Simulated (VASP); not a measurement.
Runs of VASP 6.6.1 on Re. The structure is that of space group Pm-3m (No. 221), or close to it. The cells are those of the table. 

```csv
cell,k mesh,gap on the mesh (eV),pressure (GPa)
"a = 2.620 Å, 1 atom",14 × 14 × 14,none,-19.5
"a = 2.652 Å, 1 atom",14 × 14 × 14,none,-26.0
"a = 2.554 Å, 1 atom",14 × 14 × 14,none,-1.4
"a = 2.554 Å, 1 atom",20 × 20 × 20,none,(a)
"a = 2.484 Å, 1 atom",14 × 14 × 14,none,(b)
```

Alike in all rows: task single point; level PBEsol; potentials or basis VASP PAW PBE potentials, release 64 (Re); no spin polarisation; cutoff (eV) 520; smearing fermi-dirac 0.1 eV.

**Question.** Fill in the values left out.

**Answer.** (a) -0.8; (b) 26.7.

Caveats: the PAW data sets were made with another functional, which shifts forces and pressure a little; spin-orbit coupling is left out, which moves the levels of the heavy elements.

A k mesh can miss the band edges, and the runs leave out spin-orbit coupling on Re.

A gap of «none» marks levels without a gap at the run's occupations.
